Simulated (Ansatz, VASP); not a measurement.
## One calculation of GaAs, two programs

The input POSCAR:

```
GaAs
1.0
    0.0000000000      2.8353850621      2.8353850621
    2.8353850621      0.0000000000      2.8353850621
    2.8353850621      2.8353850621      0.0000000000
Ga As
1 1
Direct
    0.0000000000      0.0000000000      0.0000000000
    0.2500000000      0.2500000000      0.2500000000
```

File INCAR.step1:

```
SYSTEM = GaAs
PREC     = Accurate       ! precision mode
ENCUT    = 550            ! plane-wave cutoff, eV
ISMEAR   = 0              ! smearing method
SIGMA    = 0.02           ! smearing width, eV
LREAL    = .False.        ! projectors in reciprocal space
LASPH    = .True.         ! aspherical terms in the spheres
NELM     = 120            ! most SCF steps
GGA      = PE             ! functional
ALGO     = Normal         ! electronic algorithm
EDIFF    = 1E-5           ! SCF threshold, eV
LWAVE    = .True.         ! write WAVECAR
LCHARG   = .False.        ! write CHGCAR
GGA_COMPAT= .False.      
IBRION   = 2              ! ionic algorithm
ISIF     = 3              ! what is computed and relaxed
EDIFFG   = -0.005         ! ionic threshold
NELMIN   = 4            
NSW      = 100            ! ionic steps
```

INCAR.step2

```
SYSTEM = GaAs
PREC     = Accurate       ! precision mode
ENCUT    = 550            ! plane-wave cutoff, eV
EDIFF    = 1E-7           ! SCF threshold, eV
ISMEAR   = 0              ! smearing method
SIGMA    = 0.02           ! smearing width, eV
LREAL    = .False.        ! projectors in reciprocal space
LASPH    = .True.         ! aspherical terms in the spheres
NELM     = 120            ! most SCF steps
ALGO     = Normal         ! electronic algorithm
ISIF     = 3              ! what is computed and relaxed
LWAVE    = .False.        ! write WAVECAR
LCHARG   = .False.        ! write CHGCAR
METAGGA  = R2SCAN         ! meta-GGA
LMIXTAU  = .True.       
IBRION   = 2              ! ionic algorithm
NSW      = 100            ! ionic steps
EDIFFG   = -0.005         ! ionic threshold
ISTART   = 1            
GGA_COMPAT= .False.      
NELMIN   = 4
```

File KPOINTS:

```
regular mesh
0
Gamma
  8 8 8
  0 0 0
```

Input for Ansatz:

```yaml
crystal:
  lattice:
    - [0.0, 2.8353850621, 2.8353850621]
    - [2.8353850621, 0.0, 2.8353850621]
    - [2.8353850621, 2.8353850621, 0.0]
  atoms:
    - { symbol: Ga, position: [0.0, 0.0, 0.0] }
    - { symbol: As, position: [0.25, 0.25, 0.25] }
basis:
  ecutwfc: 500
kpoints:
  mp_grid: { grid: [8, 8, 8] }
hamiltonian:
  xc: r2scan
scf:
  occupations: { method: gaussian, width: 0.02 }
output:
  forces: true
  stress: true
  eigenvalues: true
relax:
  adjacent_minimum: "off"
  f_tol: 0.005
  max_steps: 80
  cell: { stress_tol: 0.05 }
```

Alike in both runs: task relaxation of cell and atoms; functional r2SCAN; k mesh 8 × 8 × 8; occupations gaussian, width 0.02 eV; no spin polarisation.

```csv
,VASP,Ansatz
version,VASP 6.6.1,Ansatz 0.2.0
potentials or method,"VASP PAW PBE potentials, release 64 (Ga_d, As), cutoff 550 eV","scalar-relativistic, plane waves, PAW"
valence electrons in the cell,18,28
```

```csv
,VASP,Ansatz,Ansatz less VASP
"gap on the k mesh at the Fermi level, each at its own relaxed structure (eV)",0.93,0.96,+0.027
relaxed volume (Å³/atom),22.77,22.75,-0.019
relaxed cell length with the largest relative difference (Å),4.008,4.007,-0.0011
```

VASP's potentials were made for PBE, not for r2SCAN. VASP's potentials hold 18 valence electrons a cell and Ansatz's 28, so a difference there can come from the potentials and not from the codes.
